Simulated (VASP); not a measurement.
The system is Bi.

```
Bi
1.0
     3.76297    0.00000    0.00000
    -1.88148    3.25883    0.00000
     0.00000    0.00000    6.10750
Bi
2
Cartesian
  0.0000 2.1726 1.5269
  1.8815 1.0863 4.5806
```

| Property | Result |
| --- | --- |
| Program | VASP 6.6.1 |
| Task | relaxation of cell and atoms |
| Functional | PBEsol |
| Potentials or basis | VASP PAW PBE potentials, release 64 (Bi_d) |
| Cutoff | 600 eV |
| k mesh | 6 × 6 × 4 |
| Occupations | gaussian, width 0.1 eV |
| Spin | no spin polarisation |

At the start: pressure -8.4 GPa; volume 37.45 Å³/atom.

Problem. How do energy, volume and symmetry change on relaxing?

Solution. Over 7 steps the energy falls by 252.1 meV/atom and the volume is 29.89 Å³/atom (-20.2 %); space group P6_3/mmc (No. 194, to 0.05 Å).

The path:
| step | energy change (eV) | largest force (eV/Å) | pressure (GPa) | volume (Å³) |
| --- | --- | --- | --- | --- |
| 1 | 0.0000 | 0.0000 | -8.41 | 74.90 |
| 2 | -0.4396 | 0.0000 | 5.23 | 55.55 |
| 3 | -0.4997 | 0.0000 | -0.02 | 59.60 |
| 4 | -0.4995 | 0.0000 | 0.34 | 59.32 |
| 5 | -0.5040 | 0.0000 | 0.30 | 59.30 |
| 6 | -0.5041 | 0.0000 | 0.31 | 59.30 |
| 7 | -0.5042 | 0.0000 | -0.18 | 59.78 |

Final structure:
```
Bi
1.0
     3.45080    0.00000    0.00000
    -1.72540    2.98848    0.00000
     0.00000    0.00000    5.79720
Bi
2
Direct
  0.33333 0.66667 0.25000
  0.66667 0.33333 0.75000
```

Caveat: the volume moved by over 15 % at a fixed basis, so the end points are rough; the PAW data sets were made with another functional, which shifts forces and pressure a little.
